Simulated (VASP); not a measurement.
# Gd2NF3 (P4/mmm) in VASP: single point with PBE

Aim: the single point of Gd2NF3 with PBE.

Program: VASP 6.6.1. These are calculated values, not measurements. Logs are shortened: lines on timing, memory, paths and dates and some standing lists are left out, and cuts for length are marked.

## Step 1: The cell of the first run

It takes space group P4/mmm (No. 123, tetragonal). Conventional cell: a = 3.211 Å, b = 3.211 Å, c = 7.796 Å, α = 90.00°, β = 90.00°, γ = 90.00°. Gd (site symmetry 4mm) has 5 F at 2.25 to 2.43 Å and 4 N at 2.81 Å within 3.0 Å. N (site symmetry 4/mmm) has 2 F at 2.52 Å and 8 Gd at 2.81 Å and 4 N at 3.21 Å within 3.3 Å. Within 3.3 Å of F (site symmetry 4mm) lie 4 Gd at 2.43 Å and 1 N at 2.52 Å and 9 F at 2.66 to 3.21 Å. Within 3.0 Å of F (site symmetry 4/mmm) lie 2 Gd at 2.25 Å and 8 F at 2.66 Å.

The cell was built from a structure type or drawn by symmetry, and may not be a known phase.

## Step 2: Single point, PBE, collinear spin, ferromagnetic start

The input, INCAR:

```
PREC = Accurate
ENCUT = 600
EDIFF = 1E-6
ISMEAR = 0
SIGMA = 0.15
LREAL = F
LASPH = T
NELM = 200
ALGO = Normal
ISIF = 2
LWAVE = F
LCHARG = F
ISPIN = 2
MAGMOM = 7 7 0 0 0 0
LORBIT = 11
LMAXMIX = 6
GGA = PE
NBANDS = 44
GGA_COMPAT = F
```

The input, KPOINTS:

```
regular mesh
0
Gamma
  4 4 1
```

The input, POSCAR:

```
Gd2NF3
1.0
    3.2113951037      0.0000000000      0.0000000000
    0.0000000000      3.2113951037      0.0000000000
    0.0000000000      0.0000000000      7.7963558977
Gd N F
2 1 3
Direct
    0.5000000000      0.5000000000      0.7884708417
    0.5000000000      0.5000000000      0.2115291583
    0.0000000000      0.0000000000      0.0000000000
    0.0000000000      0.0000000000      0.6771889431
    0.0000000000      0.0000000000      0.3228110569
    0.5000000000      0.5000000000      0.5000000000
```

Potentials or basis: VASP PAW PBE potentials, release 64 (Gd, N, F).

The run is started by

```sh
$ cat potpaw_PBE.64/Gd/POTCAR potpaw_PBE.64/N/POTCAR potpaw_PBE.64/F/POTCAR > POTCAR
$ mpirun -np 1 vasp_std > vasp.out
```

OUTCAR:

```text
PREC = Accurate
   ENCUT = 600
   EDIFF = 1E-6
   ISMEAR = 0
   LREAL = F
   LASPH = T
   NELM = 200
   ISIF = 2
   ISPIN = 2
   LORBIT = 11
   GGA = PE

 ion  position               nearest neighbor table
   1  0.500  0.500  0.788-   6 2.25   4 2.43   4 2.43   4 2.43   4 2.43   2 3.30
   2  0.500  0.500  0.212-   6 2.25   5 2.43   5 2.43   5 2.43   5 2.43   1 3.30
   3  0.000  0.000  0.000-
   4  0.000  0.000  0.677-   1 2.43   1 2.43   1 2.43   1 2.43
   5  0.000  0.000  0.323-   2 2.43   2 2.43   2 2.43   2 2.43
   6  0.500  0.500  0.500-   1 2.25   2 2.25

  LATTYP: Found a simple tetragonal cell.
 ALAT       =     3.2113951037
 C/A-ratio  =     2.4277161937

  Lattice vectors:

 A1 = (   3.2113951037,   0.0000000000,   0.0000000000)
 A2 = (   0.0000000000,   3.2113951037,   0.0000000000)
 A3 = (   0.0000000000,   0.0000000000,   7.7963558977)

Analysis of symmetry for initial positions (statically):
=====================================================================
 Subroutine PRICEL returns:
 Original cell was already a primitive cell.

 Routine SETGRP: Setting up the symmetry group for a
 simple tetragonal supercell.

 Subroutine GETGRP returns: Found 16 space group operations
 (whereof 16 operations were pure point group operations)
 out of a pool of 16 trial point group operations.

The static configuration has the point symmetry D_4h.

Analysis of symmetry for dynamics (positions and initial velocities):
=====================================================================
 Subroutine PRICEL returns:
 Original cell was already a primitive cell.

 Routine SETGRP: Setting up the symmetry group for a
 simple tetragonal supercell.

 Subroutine GETGRP returns: Found 16 space group operations
 (whereof 16 operations were pure point group operations)
 out of a pool of 16 trial point group operations.

The dynamic configuration has the point symmetry D_4h.

Analysis of structural, dynamic, and magnetic symmetry:
=====================================================================
 Subroutine PRICEL returns:
 Original cell was already a primitive cell.

 Routine SETGRP: Setting up the symmetry group for a
 simple tetragonal supercell.

 Subroutine GETGRP returns: Found 16 space group operations
 (whereof 16 operations were pure point group operations)
 out of a pool of 16 trial point group operations.

The overall configuration has the point symmetry D_4h.

 Subroutine INISYM returns: Found 16 space group operations
 (whereof 16 operations are pure point group operations),
 and found     1 'primitive' translations

----------------------------------------------------------------------------------------

                                     Primitive cell

  volume of cell :      80.4043

  direct lattice vectors                    reciprocal lattice vectors
     3.211395104  0.000000000  0.000000000     0.311391146  0.000000000  0.000000000
     0.000000000  3.211395104  0.000000000     0.000000000  0.311391146  0.000000000
     0.000000000  0.000000000  7.796355898     0.000000000  0.000000000  0.128265053

  length of vectors
     3.211395104  3.211395104  7.796355898     0.311391146  0.311391146  0.128265053

  position of ions in fractional coordinates (direct lattice)
     0.500000000  0.500000000  0.788470842
     0.500000000  0.500000000  0.211529158
     0.000000000  0.000000000  0.000000000
     0.000000000  0.000000000  0.677188943
     0.000000000  0.000000000  0.322811057
     0.500000000  0.500000000  0.500000000

  ion indices of the primitive-cell ions
   primitive index   ion index
                 1           1
                 2           2
                 3           3
                 4           4
                 5           5
                 6           6

[... 30 lines left out ...]
  0.500000  0.000000  0.000000      2.000000
  0.250000  0.250000  0.000000      4.000000
  0.500000  0.250000  0.000000      4.000000
  0.500000  0.500000  0.000000      1.000000
   k-points           NKPTS =      6   k-points in BZ     NKDIM =      6   number of bands    NBANDS=     44
   number of dos      NEDOS =    301   number of ions     NIONS =      6
   total plane-waves  NPLWV =  50176
   dimension x,y,z NGX =    28 NGY =   28 NGZ =   64
   dimension x,y,z NGXF=    56 NGYF=   56 NGZF=  128
   ions per type =               2   1   3
   NGX,Y,Z   is equivalent  to a cutoff of  14.49, 14.49, 13.65 a.u.
   NGXF,Y,Z  is equivalent  to a cutoff of  28.99, 28.99, 27.29 a.u.
 SYSTEM =  unknown system
   PREC   = accura    normal or accurate (medium, high low for compatibility)
   ISTART =      0    job   : 0-new  1-cont  2-samecut
   ICHARG =      2    charge: 1-file 2-atom 10-const
   ISPIN  =      2    spin polarized calculation?
   LNONCOLLINEAR =      F non collinear calculations
   LSORBIT =      F    spin-orbit coupling
   LASPH  =      T    aspherical Exc in radial PAW
   ENCUT  =  600.0 eV  44.10 Ry    6.64 a.u.   6.41  6.41 15.57*2*pi/ulx,y,z
   NELM   =    200;   NELMIN=  2; NELMDL= -5     # of ELM steps
   EDIFF  = 0.1E-05   stopping-criterion for ELM
   LREAL  =      F    real-space projection
   EDIFFG = 0.1E-04   stopping-criterion for IOM
   NSW    =      0    number of steps for IOM
   IBRION =     -1    ionic relax: 0-MD 1-quasi-New 2-CG
   NFREE  =      0    steps in history (QN), initial steepest desc. (CG)
   ISIF   =      2    stress and relaxation
   ISYM   =      2    0-nonsym 1-usesym 2-fastsym
   POTIM  = 0.5000    time-step for ionic-motion
   TEBEG  =    0.0;   TEEND  =   0.0 temperature during run
   PSTRESS=    0.0 pullay stress
   NELECT =      62.0000    total number of electrons
   NUPDOWN=      -1.0000    fix difference up-down
   EMIN   =  10.00;   EMAX   =-10.00  energy-range for DOS
   EFERMI =   0.00;   METHOD = LEGACY
   ISMEAR =     0;   SIGMA  =   0.15  broadening in eV -4-tet -1-fermi 0-gaus
   EFERMI_NEDOS =   21; number of points for ismear=-14 and -15
   IALGO  =     38    algorithm
   IMIX   =      4    mixing-type and parameters
     AMIX     =   0.40;   BMIX     =  1.00
     AMIX_MAG =   1.60;   BMIX_MAG =  1.00
  volume/ion in A,a.u.               =      13.40        90.43
  Fermi-wavevector in a.u.,A,eV,Ry     =   1.501225  2.836903 30.663115  2.253675
  Thomas-Fermi vector in A             =   2.612623
   LORBIT       =     11    0 simple, 1 ext, 2 COOP (PROOUT), +10 PAW based schemes
   GGA     = PE    functional components
   LHFCALC =     F    Hartree Fock is set to
   AEXX    =    0.0000 exact exchange contribution
   IVDW    =     0    specifies the selected vdW correction
   LEPSILON=     F    determine dielectric tensor
   LRPA    =     F    only Hartree local field effects (RPA)
 spin polarized calculation
 Gauss-broadening in eV      SIGMA  =   0.15
  energy-cutoff  :      600.00
  volume of cell :       80.40
 maximum number of plane-waves:      2703
 NGX is ok and might be reduce to    28
   NGX = 13   NGY = 13   NGZ = 31

 number of electron      62.0000013 magnetization      13.9588848

 Free energy of the ion-electron system (eV)
  ---------------------------------------------------
  ext. energy  EPLUGINS =         0.00000000
  ---------------------------------------------------
  free energy    TOTEN  =       -51.91890010 eV

  energy without entropy =      -51.90832839  energy(sigma->0) =      -51.91361425

 E-fermi :   3.6417     XC(G=0): -11.1975

 val. band max:        3.5175202600   @ k =   0.2500   0.0000   0.0000
 cond. band min:       3.6899213138   @ k =   0.0000   0.0000   0.0000
 fundamental gap:      0.1724010538
 Fermi energy:         3.6416831696

 spin component 1

 k-point     1 :       0.0000    0.0000    0.0000
  band No.  band energies     occupation
      1     -41.5674      1.00000
      2     -41.5350      1.00000
      3     -21.2603      1.00000
      4     -20.8675      1.00000
      5     -19.6763      1.00000
      6     -18.5546      1.00000
[... 265 lines left out ...]
     42       7.6647      0.00000
     43       9.3555      0.00000
 Fermi energy:         3.6416831696

 spin component 2

 k-point     1 :       0.0000    0.0000    0.0000
  band No.  band energies     occupation
      1     -38.4815      1.00000
      2     -38.4405      1.00000
      3     -21.0159      1.00000
      4     -20.7334      1.00000
      5     -19.3384      1.00000
      6     -16.3256      1.00000
[... 265 lines left out ...]
     42       8.4784      0.00000
     43      10.1847      0.00000
 [bands above 43 left out]

------------------------ aborting loop because EDIFF is reached ----------------------------------------

  FORCE on cell =-STRESS in cart. coord.  units (eV):
  Direction    XX          YY          ZZ          XY          YZ          ZX
  --------------------------------------------------------------------------------------
  -------------------------------------------------------------------------------------
  Total       -0.0849350     -0.0849350      0.0602473      0.0000000      0.0000000      0.0000000
  in kB       -1.6924598     -1.6924598      1.2005182      0.0000000      0.0000000      0.0000000
  external PRESSURE =      -0.7281338 kB  Pullay stress =       0.0000000 kB

 VOLUME and BASIS-vectors are now :
 -----------------------------------------------------------------------------
  energy-cutoff  :      600.00
  volume of cell :       80.40
      direct lattice vectors                 reciprocal lattice vectors
     3.211395104  0.000000000  0.000000000     0.311391146  0.000000000  0.000000000
     0.000000000  3.211395104  0.000000000     0.000000000  0.311391146  0.000000000
     0.000000000  0.000000000  7.796355898     0.000000000  0.000000000  0.128265053

 POSITION                                       TOTAL-FORCE (eV/Angst)
 -----------------------------------------------------------------------------------
      1.60570      1.60570      6.14720         0.000000      0.000000      0.047983
      1.60570      1.60570      1.64916         0.000000      0.000000     -0.047983
      0.00000      0.00000      0.00000        -0.000000     -0.000000      0.000000
      0.00000      0.00000      5.27961        -0.000000     -0.000000     -0.016737
      0.00000      0.00000      2.51675        -0.000000     -0.000000      0.016737
      1.60570      1.60570      3.89818        -0.000000     -0.000000      0.000000
 -----------------------------------------------------------------------------------
    total drift:                                0.000000      0.000000     -0.000000

  FREE ENERGIE OF THE ION-ELECTRON SYSTEM (eV)
  ---------------------------------------------------
  free  energy   TOTEN  =       -51.9189000988 eV

  energy  without entropy=      -51.9083283930  energy(sigma->0) =      -51.91361425

 total charge

# of ion       s       p       d       f       tot
--------------------------------------------------
    1        2.021   5.640   0.431   7.067  15.159
    2        2.021   5.640   0.431   7.067  15.159
    3        1.252   2.262   0.000   0.000   3.514
    4        1.737   4.367   0.000   0.000   6.104
    5        1.737   4.367   0.000   0.000   6.104
    6        1.732   4.383   0.000   0.000   6.116
--------------------------------------------------
tot         10.502  26.658   0.863  14.133  52.155

 magnetization (x)

# of ion       s       p       d       f       tot
--------------------------------------------------
    1       -0.006  -0.081   0.075   6.778   6.765
    2       -0.006  -0.081   0.075   6.778   6.765
    3       -0.001  -0.055   0.000   0.000  -0.056
    4        0.001  -0.004   0.000   0.000  -0.003
    5        0.001  -0.004   0.000   0.000  -0.003
    6       -0.000   0.012   0.000   0.000   0.011
--------------------------------------------------
tot         -0.012  -0.214   0.149  13.555  13.479
```

Run time: 7.4 min. Hardware: 1 thread of Intel Xeon Platinum 8488C (Sapphire Rapids), shared host; peak memory 0.29 GiB.

What came out:

| Property | Result |
| --- | --- |
| Free energy | -51.9189 eV |
| Pressure | -0.1 GPa |
| Largest force | 0.048 eV/Å |
| Net moment | 13.96 μB per cell |
| Site moments | Gd +6.76; N -0.06; F -0.00, +0.01 (each value once) μB |
| Valence electrons inside the program's atomic spheres | Gd 15.16; N 3.51; F 6.10, 6.12 (each value once) |

Forces on the atoms (eV/Å):
```
Gd   0.000  0.000  0.048
Gd   0.000  0.000 -0.048
N    0.000  0.000  0.000
F    0.000  0.000 -0.017
F    0.000  0.000  0.017
F    0.000  0.000  0.000
```

Caveat: the k points lie up to 0.81 Å⁻¹ apart; spin-orbit coupling is left out, which moves the levels of the heavy elements; semilocal functionals describe open f shells poorly, which spoils levels, moments and volumes. The state reached can hang on the start; a lower one may exist.
